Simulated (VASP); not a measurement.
# Sn (I4/mmm) in VASP: further runs

Sn is run at these levels: r2SCAN; tasks: single point.

Program: VASP 6.6.1. These are calculated values, not measurements. Logs are shortened: lines on timing, memory, paths and dates and some standing lists are left out, and cuts for length are marked.

## Step 1: The cell of the first run

The structure is tetragonal, space group I4/mmm (No. 139). Conventional cell: a = 3.486 Å, b = 3.486 Å, c = 4.092 Å, α = 90.00°, β = 90.00°, γ = 90.00°. Within 4.2 Å of Sn (site symmetry 4/mmm) lie 14 Sn at 3.20 to 4.09 Å.

## Step 2: Single point, r2SCAN (strain -0.080 along x and y, +0.080 along z)

POSCAR reads:

```
Sn
1.0
   -1.7430796737      1.7430796737      2.0462239647
    1.7430796737     -1.7430796737      2.0462239647
    1.7430796737      1.7430796737     -2.0462239647
Sn
1
Direct
    0.0000000000      0.0000000000      0.0000000000
```

INCAR.step1 reads:

```
  PREC = Accurate
  ENCUT = 520
  ISMEAR = 0
  SIGMA = 0.15
  LREAL = False
  LASPH = True
  NELM = 80
  NBANDS = 13
  GGA = PE
  ALGO = Normal
  EDIFF = 1E-4
  LWAVE = True
  LCHARG = False
```

INCAR.step2 reads:

```
  PREC = Accurate
  ENCUT = 520
  EDIFF = 1E-6
  ISMEAR = 0
  SIGMA = 0.15
  LREAL = False
  LASPH = True
  NELM = 80
  ALGO = Normal
  ISIF = 2
  LWAVE = False
  LCHARG = True
  METAGGA = R2SCAN
  LMIXTAU = True
  LELF = True
  LVHAR = True
  NBANDS = 13
  ISTART = 1
```

KPOINTS reads:

```
regular mesh
0
Gamma
  18 18 18
```

Potentials or basis: VASP PAW PBE potentials, release 64 (Sn_d).

The run is started by

```bash
> cat potpaw_PBE.64/Sn_d/POTCAR > POTCAR
> cp INCAR.step1 INCAR
> mpirun -np 1 vasp_std > vasp.out
> cp INCAR.step2 INCAR
> mpirun -np 1 vasp_std > vasp.out
```

OUTCAR:

```text
PREC = Accurate
   ENCUT = 520
   EDIFF = 1E-6
   ISMEAR = 0
   LREAL = False
   LASPH = True
   NELM = 80
   ISIF = 2
   METAGGA = R2SCAN
   ISTART = 1

 ion  position               nearest neighbor table
   1  0.000  0.000  0.000-

  LATTYP: Found a body centered tetragonal cell.
 ALAT       =     3.4861593474
 C/A-ratio  =     1.1739130434

  Lattice vectors:

 A1 = (  -1.7430796737,   1.7430796737,   2.0462239647)
 A2 = (   1.7430796737,  -1.7430796737,   2.0462239647)
 A3 = (   1.7430796737,   1.7430796737,  -2.0462239647)

Analysis of symmetry for initial positions (statically):
=====================================================================
 Subroutine PRICEL returns:
 Original cell was already a primitive cell.

 Routine SETGRP: Setting up the symmetry group for a
 body centered tetragonal supercell.

 Subroutine GETGRP returns: Found 16 space group operations
 (whereof 16 operations were pure point group operations)
 out of a pool of 16 trial point group operations.

The static configuration has the point symmetry D_4h.

Analysis of symmetry for dynamics (positions and initial velocities):
=====================================================================
 Subroutine PRICEL returns:
 Original cell was already a primitive cell.

 Routine SETGRP: Setting up the symmetry group for a
 body centered tetragonal supercell.

 Subroutine GETGRP returns: Found 16 space group operations
 (whereof 16 operations were pure point group operations)
 out of a pool of 16 trial point group operations.

The dynamic configuration has the point symmetry D_4h.

 Subroutine INISYM returns: Found 16 space group operations
 (whereof 16 operations are pure point group operations),
 and found     1 'primitive' translations

----------------------------------------------------------------------------------------

                                     Primitive cell

  volume of cell :      24.8684

  direct lattice vectors                    reciprocal lattice vectors
    -1.743079674  1.743079674  2.046223965     0.000000000  0.286848621  0.244352529
     1.743079674 -1.743079674  2.046223965     0.286848621  0.000000000  0.244352529
     1.743079674  1.743079674 -2.046223965     0.286848621  0.286848621  0.000000000

  length of vectors
     3.203698802  3.203698802  3.203698802     0.376815989  0.376815989  0.405665210

  position of ions in fractional coordinates (direct lattice)
     0.000000000  0.000000000  0.000000000

  ion indices of the primitive-cell ions
   primitive index   ion index
                 1           1

----------------------------------------------------------------------------------------

 KPOINTS: regular mesh

Automatic generation of k-mesh.
 Grid dimensions read from file:
 generate k-points for:   18   18   18

 Generating k-lattice:

  Cartesian coordinates                     Fractional coordinates (reciprocal lattice)
     0.000000000  0.015936034  0.013575140     0.055555556  0.000000000  0.000000000
     0.015936034  0.000000000  0.013575140     0.000000000  0.055555556  0.000000000
     0.015936034  0.015936034  0.000000000     0.000000000  0.000000000  0.055555556

  Length of vectors
     0.020934222  0.020934222  0.022536956

  Shift w.r.t. Gamma in fractional coordinates (k-lattice)
     0.000000000  0.000000000  0.000000000

 Subroutine IBZKPT returns following result:
 ===========================================

 Found    480 irreducible k-points:

 Following reciprocal coordinates:
            Coordinates               Weight
  0.000000  0.000000  0.000000      1.000000
  0.055556 -0.000000  0.000000      8.000000
  0.111111 -0.000000  0.000000      8.000000
  0.166667 -0.000000  0.000000      8.000000
  0.222222  0.000000  0.000000      8.000000
  0.277778  0.000000 -0.000000      8.000000
[... 16 lines left out ...]
 -0.277778  0.055556  0.000000     16.000000
 -0.222222  0.055556  0.000000     16.000000
 [... further k-points ...]
   k-points           NKPTS =    480   k-points in BZ     NKDIM =    480   number of bands    NBANDS=     13
   number of dos      NEDOS =    301   number of ions     NIONS =      1
   total plane-waves  NPLWV =  13824
   dimension x,y,z NGX =    24 NGY =   24 NGZ =   24
   dimension x,y,z NGXF=    48 NGYF=   48 NGZF=   48
   ions per type =               1
   NGX,Y,Z   is equivalent  to a cutoff of  12.45, 12.45, 12.45 a.u.
   NGXF,Y,Z  is equivalent  to a cutoff of  24.91, 24.91, 24.91 a.u.
 SYSTEM =  unknown system
   PREC   = accura    normal or accurate (medium, high low for compatibility)
   ISTART =      1    job   : 0-new  1-cont  2-samecut
   ICHARG =      0    charge: 1-file 2-atom 10-const
   ISPIN  =      1    spin polarized calculation?
   LNONCOLLINEAR =      F non collinear calculations
   LSORBIT =      F    spin-orbit coupling
   LASPH  =      T    aspherical Exc in radial PAW
   ENCUT  =  520.0 eV  38.22 Ry    6.18 a.u.   5.96  5.96  5.96*2*pi/ulx,y,z
   NELM   =     80;   NELMIN=  2; NELMDL=  0     # of ELM steps
   EDIFF  = 0.1E-05   stopping-criterion for ELM
   LREAL  =      F    real-space projection
   EDIFFG = 0.1E-04   stopping-criterion for IOM
   NSW    =      0    number of steps for IOM
   IBRION =     -1    ionic relax: 0-MD 1-quasi-New 2-CG
   NFREE  =      0    steps in history (QN), initial steepest desc. (CG)
   ISIF   =      2    stress and relaxation
   ISYM   =      2    0-nonsym 1-usesym 2-fastsym
   POTIM  = 0.5000    time-step for ionic-motion
   TEBEG  =    0.0;   TEEND  =   0.0 temperature during run
   PSTRESS=    0.0 pullay stress
   NELECT =      14.0000    total number of electrons
   NUPDOWN=      -1.0000    fix difference up-down
   EMIN   =  10.00;   EMAX   =-10.00  energy-range for DOS
   EFERMI =   0.00;   METHOD = LEGACY
   ISMEAR =     0;   SIGMA  =   0.15  broadening in eV -4-tet -1-fermi 0-gaus
   EFERMI_NEDOS =   21; number of points for ismear=-14 and -15
   IALGO  =     38    algorithm
   IMIX   =      4    mixing-type and parameters
     AMIX     =   0.40;   BMIX     =  1.00
     AMIX_MAG =   1.60;   BMIX_MAG =  1.00
  volume/ion in A,a.u.               =      24.87       167.82
  Fermi-wavevector in a.u.,A,eV,Ry     =   1.351766  2.554468 24.861548  1.827272
  Thomas-Fermi vector in A             =   2.479161
   LORBIT       =      0    0 simple, 1 ext, 2 COOP (PROOUT), +10 PAW based schemes
   METAGGA = R2SCAN    functional components
   LHFCALC =     F    Hartree Fock is set to
   AEXX    =    0.0000 exact exchange contribution
   IVDW    =     0    specifies the selected vdW correction
   LEPSILON=     F    determine dielectric tensor
   LRPA    =     F    only Hartree local field effects (RPA)
 non-spin polarized calculation
 Gauss-broadening in eV      SIGMA  =   0.15
  energy-cutoff  :      520.00
  volume of cell :       24.87
 maximum number of plane-waves:       700
   NGX = 11   NGY = 11   NGZ = 11

 number of electron      13.9999996 magnetization

 Free energy of the ion-electron system (eV)
  ---------------------------------------------------
  ext. energy  EPLUGINS =         0.00000000
  ---------------------------------------------------
  free energy    TOTEN  =       -24.47060429 eV

  energy without entropy =      -24.46441492  energy(sigma->0) =      -24.46750960

 E-fermi :   9.2368     XC(G=0): -11.7568

 val. band max:        9.2357879505   @ k =  -0.1667  -0.3333   0.1667
 cond. band min:       9.2421892401   @ k =   0.3889   0.2778   0.1667
 fundamental gap:      0.0064012896
 Fermi energy:         9.2368422514

 k-point     1 :       0.0000    0.0000    0.0000
  band No.  band energies     occupation
      1     -13.1659      2.00000
      2     -13.1659      2.00000
      3     -13.1082      2.00000
      4     -13.0310      2.00000
      5     -12.9498      2.00000
      6      -3.2110      2.00000
      7      18.0373      0.00000
      8      18.4977      0.00000
      9      18.4977      0.00000
     10      20.9917      0.00000
     11      22.2725      0.00000
     12      22.2725      0.00000
     13      23.2370      0.00000

 k-point     2 :       0.0556   -0.0000    0.0000
  band No.  band energies     occupation
      1     -13.1630      2.00000
      2     -13.1620      2.00000
      3     -13.1059      2.00000
      4     -13.0313      2.00000
      5     -12.9515      2.00000
      6      -3.1374      2.00000
      7      17.3917      0.00000
      8      18.2080      0.00000
      9      18.2231      0.00000
     10      20.6037      0.00000
     11      22.4897      0.00000
     12      22.7990      0.00000
     13      23.3305      0.00000

 k-point     3 :       0.1111   -0.0000    0.0000
  band No.  band energies     occupation
      1     -13.1554      2.00000
      2     -13.1553      2.00000
      3     -13.0948      2.00000
      4     -13.0320      2.00000
      5     -12.9560      2.00000
      6      -2.9163      2.00000
      7      15.6019      0.00000
      8      17.5927      0.00000
      9      17.9643      0.00000
     10      20.3587      0.00000
     11      22.1841      0.00000
     12      22.6325      0.00000
     13      23.3210      0.00000
[... 305 lines left out ...]
 k-point    23 :      -0.2778    0.0556    0.0000
  band No.  band energies     occupation
      1     -13.1655      2.00000
      2     -13.1344      2.00000
      3     -13.0302      2.00000
      4     -13.0067      2.00000
      5     -12.9615      2.00000
      6      -1.5964      2.00000
      7      10.4578      0.00000
      8      15.4972      0.00000
      9      16.6694      0.00000
     10      20.0024      0.00000
     11      20.4643      0.00000
     12      21.3757      0.00000
     13      25.5368      0.00000

 k-point    24 :      -0.2222    0.0556    0.0000
  band No.  band energies     occupation
      1     -13.1609      2.00000
      2     -13.1389      2.00000
      3     -13.0481      2.00000
      4     -13.0276      2.00000
      5     -12.9615      2.00000
      6      -2.2023      2.00000
      7      12.4224      0.00000
      8      16.1813      0.00000
      9      17.0782      0.00000
     10      20.1174      0.00000
     11      20.6892      0.00000
     12      21.9408      0.00000
     13      24.3617      0.00000

 [... further k-points ...]
[... 5 lines left out ...]
  --------------------------------------------------------------------------------------
  -------------------------------------------------------------------------------------
  Total        0.9222690      0.9222690      0.7381944      0.0000000     -0.0000000      0.0000000
  in kB       59.4183439     59.4183439     47.5591070      0.0000000     -0.0000000      0.0000000
  external PRESSURE =      55.4652649 kB  Pullay stress =       0.0000000 kB

 VOLUME and BASIS-vectors are now :
 -----------------------------------------------------------------------------
  energy-cutoff  :      520.00
  volume of cell :       24.87
      direct lattice vectors                 reciprocal lattice vectors
    -1.743079674  1.743079674  2.046223965     0.000000000  0.286848621  0.244352529
     1.743079674 -1.743079674  2.046223965     0.286848621  0.000000000  0.244352529
     1.743079674  1.743079674 -2.046223965     0.286848621  0.286848621  0.000000000

 POSITION                                       TOTAL-FORCE (eV/Angst)
 -----------------------------------------------------------------------------------
      0.00000      0.00000      0.00000         0.000000      0.000000     -0.000000
 -----------------------------------------------------------------------------------
    total drift:                               -0.000000      0.000000      0.000000

  FREE ENERGIE OF THE ION-ELECTRON SYSTEM (eV)
  ---------------------------------------------------
  free  energy   TOTEN  =       -24.4706042864 eV

  energy  without entropy=      -24.4644149210  energy(sigma->0) =      -24.46750960
```

It took 2.7 min on 1 thread of Intel Xeon Platinum 8488C (Sapphire Rapids), shared host; peak memory 0.26 GiB.

What came out:

| Quantity | Value |
| --- | --- |
| Free energy | -24.4706 eV |
| Pressure | 5.5 GPa |
| Band gap on the k mesh | zero (bands 7 and 8 overlap by 11.62 eV) |

Stress tensor (GPa, compression positive):
```
5.94 0.00 0.00
0.00 5.94 0.00
0.00 0.00 4.76
```

Caveat: the cell differs from its parent crystal (strain -0.080 along x and y, +0.080 along z); the cell stands under pressure; the PAW data sets were made with another functional, which shifts forces and pressure a little; spin-orbit coupling is left out, which moves the levels of the heavy elements.

(Continued in part 2 of 2.)
